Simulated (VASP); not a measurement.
Wanted: the native input for a VASP 6.6.1 run.

```
Task                   : relaxation of cell and atoms
Functional             : PBE
Potentials or basis    : VASP PAW PBE potentials, release 64 (Gd, Al, N)
Cutoff                 : 600 eV
k mesh                 : 6 × 6 × 6
Occupations            : gaussian, width 0.1 eV
Spin                   : collinear spin, ferromagnetic start
Starting moments       : [7.53, 0.0, 0.0, 0.0, 0.0, 0.0] μB
Dipole correction      : no
Further INCAR settings : ALGO = Normal; EDIFF = 1e-06; IBRION = 2; EDIFFG = -0.04; NSW = 90; ISIF = 3
```

The structure of GdAl2N3 lies in POSCAR:

```
GdAl2N3
1.0
    5.3510962170      0.0000000000      0.0000000000
   -2.6755481085      4.6341852620      0.0000000000
    0.0000000000      0.0000000000      2.6765234640
Gd Al N
1 2 3
Direct
    0.0000000000      0.0000000000      0.0000000000
    0.6666666667      0.3333333333      0.0000000000
    0.3333333333      0.6666666667      0.0000000000
    0.5000000000      0.5000000000      0.5000000000
    0.5000000000      0.0000000000      0.5000000000
    0.0000000000      0.5000000000      0.5000000000
```

One way to write it, as run:

INCAR

```
ALGO = Normal
EDIFF = 1E-6
EDIFFG = -0.04
ENCUT = 600
GGA = PE
IBRION = 2
ISIF = 3
ISMEAR = 0
ISPIN = 2
LASPH = T
LCHARG = F
LMAXMIX = 6
LORBIT = 11
LREAL = F
LWAVE = F
MAGMOM = 7.53 0 0 0 0 0
NELM = 150
NSW = 90
PREC = Accurate
SIGMA = 0.1
```

KPOINTS

```
k-points
0
Gamma
  6 6 6
```

Potentials or basis: VASP PAW PBE potentials, release 64 (Gd, Al, N).

The run is started by

```sh
$ cat potpaw_PBE.64/Gd/POTCAR potpaw_PBE.64/Al/POTCAR potpaw_PBE.64/N/POTCAR > POTCAR
$ mpirun -np 1 vasp_std > vasp.out
```

It gave:

* Relaxed volume: 11.02 Å³/atom
* Relaxed cell: a = 5.312 Å, b = 5.312 Å, c = 2.707 Å, α = 90.00°, β = 90.00°, γ = 120.00°
* Space group after relaxing (to 0.05 Å): P6/mmm (No. 191)
* Energy gained by relaxing: 2.3 meV/atom
* Ionic steps: 2
* Pressure after relaxing: -0.3 GPa
* Net moment: 6.77 μB per cell
* Site moments: Gd +6.68; Al +0.00; N -0.04 μB
* Valence electrons inside the program's atomic spheres: Gd 15.36; Al 0.71; N 3.71

Caveat: the k points lie up to 0.39 Å⁻¹ apart in the final cell; a cell with one magnetic atom can't hold antiferromagnetic order, which such compounds often take; without U or exact exchange the open f shell lies at the Fermi level, which spoils levels, moments and volumes.

Wall time 10 min on 1 thread of AMD EPYC 9R45 96-Core Processor (Zen 5) (shared host), peak memory 0.32 GiB.
